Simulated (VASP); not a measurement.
A run of VASP 6.6.1:

File INCAR:

```
SYSTEM = Ag
ALGO = Fast
EDIFF = 1E-6
ENCUT = 520
GGA = PS
ISIF = 2
ISMEAR = 0
LASPH = .True.
LCHARG = .True.
LELF = .True.
LREAL = .False.
LVHAR = .True.
LWAVE = .False.
NBANDS = 12
NELM = 100
PREC = Accurate
SIGMA = 0.15
```

KPOINTS

```
k-points
0
Gamma
  20 20 20
  0 0 0
```

The input POSCAR:

```
Ag
1.0
   -1.7384367000      1.7384367000      1.7384367000
    1.7384367000     -1.7384367000      1.7384367000
    1.7384367000      1.7384367000     -1.7384367000
Ag
1
Direct
    0.0000000000      0.0000000000      0.0000000000
```

Potentials or basis: VASP PAW PBE potentials, release 64 (Ag).

Launch:

```sh
$ cat potpaw_PBE.64/Ag/POTCAR > POTCAR
$ mpirun -np 1 vasp_std > vasp.out
```

Hardware: 1 thread of AMD EPYC 7R13 (shared host).

Problem. How long does it take, and how much memory?

Solution. Run time: 94 s on 1 thread of AMD EPYC 7R13, with other jobs on the host, peak memory 0.16 GiB. Counts: scf iterations 11, k points 256.
